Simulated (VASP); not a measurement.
# HgTe (zincblende), LDA single-point calculation: Ansatz's output and VASP's

```yaml
crystal:
  lattice:
    - [0.00000, 3.28916, 3.28916]
    - [3.28916, 0.00000, 3.28916]
    - [3.28916, 3.28916, 0.00000]
  atoms:
    - { symbol: Hg, position: [0.00000, 0.00000, 0.00000] }
    - { symbol: Te, position: [0.25000, 0.25000, 0.25000] }
```

Ansatz printed

```
SCF 1 converged in 6 iterations: F = -20349.836009 eV  dr2 = 1.54e-8
  greatest PAW one-centre occupation: 1.000 electrons in one spin orbital (limit 2), on the Hg atom at site 0 (counted from 0), in its partial waves of l = 0
NSCF: frozen V_eff on 6 k-points
SCF converged after 6 iterations
Free energy (F): -20349.836009 eV
Harris-Foulkes:  -20349.836009 eV  (|F-HF|=9.89e-9)
Internal energy: -20349.835656 eV  (E = F + TS)
E sigma→0 (E₀):  -20349.835833 eV
Entropy (-TS):   -0.000354 eV (-0.177 meV/atom)
Fermi energy:    7.592467 eV
--- Per-component energies (eV) ---
  E_band       = -805.617372
  E_kinetic    = 784.542647
  E_local      = -4931.125833  (includes V_loc(G=0)·N_el)
  E_nonlocal   = -224.290157
  E_hartree    = 2380.343313
  E_xc         = -341.839598
  E_vxc        = -365.632157  (∫ρ·V_xc dr)
  E_paw        = -14165.163999  (= ΣΔE_a)
  E_vpaw       = -829.807833  (= ΣTr[D̂ρ^β])
  E_aug_tail   = 0.000609  (compensation charges beyond the density's cutoff)
  E_ewald      = -3853.557392
  E_core_change = 1.254754  (= ΣΔE_core)
  E_smearing   = -0.000354  (= −TS)
  E_closure    = 0.000000  (closes the sum)
  Σ components = -20349.836009   (vs F -20349.836009, Δ=0.00e0)
--- Forces (eV/Å), atoms counted from 1 ---
  atom   1  Hg     0.00000000    -0.00000000    -0.00000000
  atom   2  Te    -0.00000000     0.00000000     0.00000000
  max |Σ_I F_I| component: 1.30e-16 eV/Å
--- Stress (GPa, compression-positive) ---
       -2.588719      -0.000000      -0.000000
        0.000000      -2.588719       0.000000
       -0.000000       0.000000      -2.588719
  P = ⅓ Tr σ = -2.5887 GPa (-25.887 kbar)
--- Band table (eV; the first three rows and the last of 16) ---
  k-point 0: bands = ["-107.2900", "-55.5904", "-55.5904", "-55.5904", "-28.9293", "-28.9293", "-28.9293", "-28.9222", "-28.9222", "-4.1350", "0.5305", "0.5305", "0.5305", "1.0023", "1.0023", "6.5309", "7.5786", "7.5786", "7.5786", "11.8483", "11.8483", "11.8483"]
  k-point 1: bands = ["-107.2900", "-55.5904", "-55.5904", "-55.5904", "-28.9293", "-28.9292", "-28.9292", "-28.9222", "-28.9222", "-4.0157", "0.5628", "0.5628", "0.5842", "0.9998", "0.9998", "5.1722", "7.3188", "7.3188", "8.2254", "11.7676", "12.1949", "12.1949"]
  k-point 2: bands = ["-107.2900", "-55.5904", "-55.5904", "-55.5904", "-28.9294", "-28.9291", "-28.9291", "-28.9221", "-28.9221", "-3.7604", "0.6189", "0.6189", "0.8500", "1.0078", "1.0078", "3.3939", "6.8800", "6.8800", "8.2420", "12.5749", "12.5749", "13.1327"]
  k-point 15: bands = ["-107.2900", "-55.5905", "-55.5904", "-55.5904", "-28.9296", "-28.9291", "-28.9289", "-28.9222", "-28.9219", "-3.4460", "0.7279", "0.7823", "0.8975", "1.0182", "1.4911", "2.3236", "5.2325", "5.2885", "10.1760", "11.1812", "13.8578", "14.1100"]
```

Datasets and cutoffs are each program's own. VASP's cell holds 18 valence electrons and Ansatz's 36. LDA means the Perdew–Zunger form with relativistic exchange in VASP and the Perdew–Wang form in Ansatz. Ansatz's stress includes a Pulay correction; VASP's doesn't.

Task: What does VASP give for the same cell and level of theory?

Result: gap between bands v and c 0.00 eV; least direct gap 0.00 eV; pressure -2.4 GPa.

From OUTCAR

```
k-points           NKPTS =     16   k-points in BZ     NKDIM =     16   number of bands    NBANDS=     16

   NELECT =      18.0000    total number of electrons

   dimension x,y,z NGX =    36 NGY =   36 NGZ =   36
   dimension x,y,z NGXF=    72 NGYF=   72 NGZF=   72

  energy-cutoff  :      520.00
  volume of cell :       71.17
      direct lattice vectors                 reciprocal lattice vectors
     0.000000000  3.289157887  3.289157887    -0.152014594  0.152014594  0.152014594
     3.289157887  0.000000000  3.289157887     0.152014594 -0.152014594  0.152014594
     3.289157887  3.289157887  0.000000000     0.152014594  0.152014594 -0.152014594

 k-points in reciprocal lattice and weights: KPOINTS created by Atomic Simulation Env
   0.00000000  0.00000000  0.00000000       0.005
   0.16666667  0.00000000  0.00000000       0.037
   0.33333333  0.00000000  0.00000000       0.037
   0.50000000  0.00000000  0.00000000       0.019
   0.16666667  0.16666667  0.00000000       0.028
   0.33333333  0.16666667  0.00000000       0.111
   0.50000000  0.16666667  0.00000000       0.111
  -0.33333333  0.16666667  0.00000000       0.111
   ...

 E-fermi :   2.3731

 k-point     1 :       0.0000    0.0000    0.0000
  band No.  band energies     occupation
      1      -9.3184      2.00000
      2      -4.7250      2.00000
      3      -4.7250      2.00000
      4      -4.7250      2.00000
      5      -4.2545      2.00000
      6      -4.2545      2.00000
      7       1.3653      2.00000
      8       2.3592      1.33335
      9       2.3592      1.33335
     10       2.3592      1.33334
     11       6.6000      0.00000
     12       6.6000      0.00000
     13       6.6000      0.00000
     14       8.6045      0.00000
     15      11.7919      0.00000
     16      11.7919      0.00000

 k-point     2 :       0.1667    0.0000    0.0000
  band No.  band energies     occupation
      1      -9.1989      2.00000
      2      -4.6929      2.00000
      3      -4.6929      2.00000
      4      -4.6701      2.00000
      5      -4.2570      2.00000
      6      -4.2570      2.00000
      7      -0.0263      2.00000
      8       2.0983      2.00000
      9       2.0983      2.00000
     10       3.0315      0.00000
     11       6.5445      0.00000
     12       6.9466      0.00000
     13       6.9466      0.00000
     14       9.9055      0.00000
     15      10.8241      0.00000
     16      10.8241      0.00000

 k-point     3 :       0.3333    0.0000    0.0000
  band No.  band energies     occupation
      1      -8.9433      2.00000
      2      -4.6370      2.00000
      3      -4.6370      2.00000
      4      -4.4010      2.00000
      5      -4.2492      2.00000
      6      -4.2492      2.00000
      7      -1.8191      2.00000
      8       1.6587      2.00000
      9       1.6587      2.00000
     10       3.0476      0.00000
     11       7.3216      0.00000
     12       7.3216      0.00000
     13       7.9297      0.00000
     14       9.7646      0.00000
     15      11.1108      0.00000
     16      11.1108      0.00000

 k-point     4 :       0.5000    0.0000    0.0000
  band No.  band energies     occupation
      1      -8.8066      2.00000
      2      -4.6153      2.00000
      3      -4.6153      2.00000
      4      -4.2368      2.00000
      5      -4.2368      2.00000
      6      -3.9876      2.00000
      7      -2.8530      2.00000
      8       1.4646      2.00000
      9       1.4646      2.00000
     10       2.9523      0.00000
     11       7.3533      0.00000
     12       7.3533      0.00000
     13       8.9701      0.00000
     14       9.9457      0.00000
     15      12.2387      0.00000
     16      12.2387      0.00000

 k-point     5 :       0.1667    0.1667    0.0000
  band No.  band energies     occupation
      1      -9.1586      2.00000
      2      -4.6976      2.00000
      3      -4.6600      2.00000
      4      -4.6600      2.00000
      5      -4.2752      2.00000
      6      -4.2409      2.00000
      7      -0.1171      2.00000
      8       1.6927      2.00000
      9       1.6927      2.00000
     10       3.7334      0.00000
     11       5.6211      0.00000
     12       7.5312      0.00000
     13       7.5312      0.00000
     14       9.4800      0.00000
     15      10.5853      0.00000
     16      11.9356      0.00000

 k-point     6 :       0.3333    0.1667    0.0000
  band No.  band energies     occupation
      1      -8.9460      2.00000
      2      -4.6383      2.00000
      3      -4.5953      2.00000
      4      -4.5110      2.00000
      5      -4.2608      2.00000
      6      -4.2301      2.00000
      7      -1.4146      2.00000
      8       1.0651      2.00000
      9       1.2333      2.00000
     10       4.1045      0.00000
     11       5.9508      0.00000
     12       7.8006      0.00000
     13       8.1316      0.00000
     14       9.9139      0.00000
     15      11.5355      0.00000
     16      11.9323      0.00000

 ...

  Total       -1.0640578     -1.0640578     -1.0640578      0.0000000     -0.0000000      0.0000000
  in kB      -23.9547489    -23.9547489    -23.9547489      0.0000000     -0.0000000      0.0000000
  external PRESSURE =     -23.9547489 kB  Pullay stress =       0.0000000 kB

 POSITION                                       TOTAL-FORCE (eV/Angst)
 -----------------------------------------------------------------------------------
      0.00000      0.00000      0.00000         0.000000      0.000000      0.000000
      1.64458      1.64458      1.64458        -0.000000     -0.000000     -0.000000
 -----------------------------------------------------------------------------------
    total drift:                                0.000000      0.000000     -0.000000

  FREE ENERGIE OF THE ION-ELECTRON SYSTEM (eV)
  ---------------------------------------------------
  free  energy   TOTEN  =        -4.9933603168 eV

  energy  without entropy=       -4.9930066529  energy(sigma->0) =       -4.99318348
```

VASP's potentials hold 18 valence electrons a cell and Ansatz's 36, so a difference between the two programs can come from the potentials and not from the codes.
